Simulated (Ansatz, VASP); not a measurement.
Two plane-wave programs on Cs2Si3

```
CELL_PARAMETERS angstrom
3.91804 0.00000 0.00000
-1.95902 3.39312 0.00000
0.00000 0.00000 12.68805
ATOMIC_POSITIONS crystal
Cs 0.33333 0.66667 0.22738
Cs 0.66667 0.33333 0.77262
Si 0.00000 0.00000 0.00000
Si 0.33333 0.66667 0.52640
Si 0.66667 0.33333 0.47360
```

Alike in both runs: functional PBE; k mesh 12 × 12 × 4; occupations gaussian, width 0.1 eV; no spin polarisation.

Ansatz relaxed the structure, and its values are those at the end. VASP's run is a single point on that final structure, the one shown.

|  | VASP | Ansatz |
| --- | --- | --- |
| version | VASP 6.6.1 | Ansatz 0.2.0 |
| potentials or method | VASP PAW PBE potentials, release 64 (Cs_sv, Si), cutoff 520 eV | scalar-relativistic, plane waves, PAW |
| valence electrons in the cell | 30 | 30 |

|  | VASP | Ansatz | Ansatz less VASP |
| --- | --- | --- | --- |
| gap on the k mesh at the Fermi level (eV) | none | none | - |
| pressure (GPa) | 0.0 | 0.0 | -0.05 |

A gap of «none» marks a metal or a gap that the smearing closes. With one functional, cell and mesh, what is left measures potentials, basis and numerics.

Spin-orbit coupling is off throughout.
